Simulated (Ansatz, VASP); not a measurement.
One calculation of Ga4BAs3, two programs

The input INCAR:

```
SYSTEM = Ga4BAs3
PREC = Accurate
ENCUT = 600
EDIFF = 1E-6
ISMEAR = 0
SIGMA = 0.2
LREAL = .FALSE.
LASPH = .TRUE.
NELM = 80
ALGO = Normal
ISIF = 3
LWAVE = .FALSE.
LCHARG = .FALSE.
GGA = PE
IBRION = 2
NSW = 80
EDIFFG = -0.025
```

KPOINTS

```
regular mesh
0
G
  4 4 4
  0 0 0
```

Contents of POSCAR:

```
Ga4BAs3
1.0
    5.4869694833      0.0663753387     -0.0250367989
    0.0663753387      5.5952460266     -0.0196158332
   -0.0250367989     -0.0196158332      5.4359327047
Ga B As
4 1 3
Direct
    0.2227242221      0.2188412082      0.2271929883
    0.7961046357      0.8009555389      0.1783901731
    0.7771472617      0.2198241851      0.7586451827
    0.1937102265      0.7751346727      0.7858017412
    0.9932057333      0.0149315986     -0.0199542154
    0.4933058468     -0.0104736218      0.5425186949
    0.0223247525      0.4845673814      0.5055334545
    0.5014773214      0.4962190369      0.0218719808
```

Input for Ansatz:

```yaml
crystal:
  lattice:
    - [5.4869694833, 0.0663753387, -0.0250367989]
    - [0.0663753387, 5.5952460266, -0.0196158332]
    - [-0.0250367989, -0.0196158332, 5.4359327047]
  atoms:
    - { symbol: Ga, position: [0.2227242221, 0.2188412082, 0.2271929883] }
    - { symbol: Ga, position: [0.7961046357, 0.8009555389, 0.1783901731] }
    - { symbol: Ga, position: [0.7771472617, 0.2198241851, 0.7586451827] }
    - { symbol: Ga, position: [0.1937102265, 0.7751346727, 0.7858017412] }
    - { symbol: B, position: [0.9932057333, 0.0149315986, -0.0199542154] }
    - { symbol: As, position: [0.4933058468, -0.0104736218, 0.5425186949] }
    - { symbol: As, position: [0.0223247525, 0.4845673814, 0.5055334545] }
    - { symbol: As, position: [0.5014773214, 0.4962190369, 0.0218719808] }
basis:
  ecutwfc: 420
kpoints:
  mp_grid: { grid: [4, 4, 4] }
hamiltonian:
  xc: pbe
scf:
  occupations: { method: gaussian, width: 0.2 }
  lower_state_search: "off"
output:
  forces: true
  stress: true
  eigenvalues: true
relax:
  adjacent_minimum: "off"
  f_tol: 0.025
  max_steps: 60
  cell: { stress_tol: 0.25 }
```

Change from the starting cell: cell x1, atoms moved at random (sigma 0.1 Å) and cell strained at random (1.5 %), then relaxed without symmetry.

Alike in both runs: task relaxation of cell and atoms; functional PBE; k mesh 4 × 4 × 4; occupations gaussian, width 0.2 eV; no spin polarisation.

```csv
,VASP,Ansatz
version,VASP 6.6.1,Ansatz 0.2.0
potentials or method,"VASP PAW PBE potentials, release 64 (Ga_d, B, As), cutoff 600 eV","scalar-relativistic, plane waves, PAW"
valence electrons in the cell,70,100
```

|  | VASP | Ansatz | Ansatz less VASP |
| --- | --- | --- | --- |
| gap on the k mesh at the Fermi level, each at its own relaxed structure (eV) | none | none | - |
| relaxed volume (Å³/atom) | 21.24 | 21.16 | -0.084 |
| relaxed length of the cell vector where the two differ most in proportion (Å) | 5.538 | 5.523 | -0.0151 |

A gap of «none» marks a metal or a gap that the smearing closes. VASP's potentials hold 70 valence electrons a cell and Ansatz's 100, so a difference there can come from the potentials and not from the codes.
